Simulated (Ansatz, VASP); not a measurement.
# PbO2: VASP beside Ansatz

```
CELL_PARAMETERS angstrom
0.00000 2.70199 2.70199
2.70199 0.00000 2.70199
2.70199 2.70199 0.00000
ATOMIC_POSITIONS crystal
Pb 0.00000 0.00000 0.00000
O 0.75000 0.75000 0.75000
O 0.25000 0.25000 0.25000
```

Alike in both runs: functional LDA; k mesh 9 × 9 × 9; occupations tetrahedron; no spin polarisation.

```csv
,VASP,Ansatz
version,VASP 6.6.1,Ansatz 0.2.0
potentials or method,"VASP PAW LDA potentials, release 64 (Pb_d, O)",Ansatz PAW
plane-wave cutoff (eV),520,420
valence electrons in the cell,26,26
task,single point,atomic charges
```

VASP gave:

| Quantity | Value |
| --- | --- |
| gap on the k mesh at the Fermi level (eV) | none |
| pressure (GPa) | -10.0 |

Task: Which values does Ansatz return?

Result: gap on the k mesh at the Fermi level (eV): none; pressure (GPa): -10.2.

LDA's correlation is that of Perdew and Zunger in VASP and of Perdew and Wang (1992) in Ansatz. A gap of «none» marks a metal or a gap that the smearing closes.

Spin-orbit coupling is off throughout.
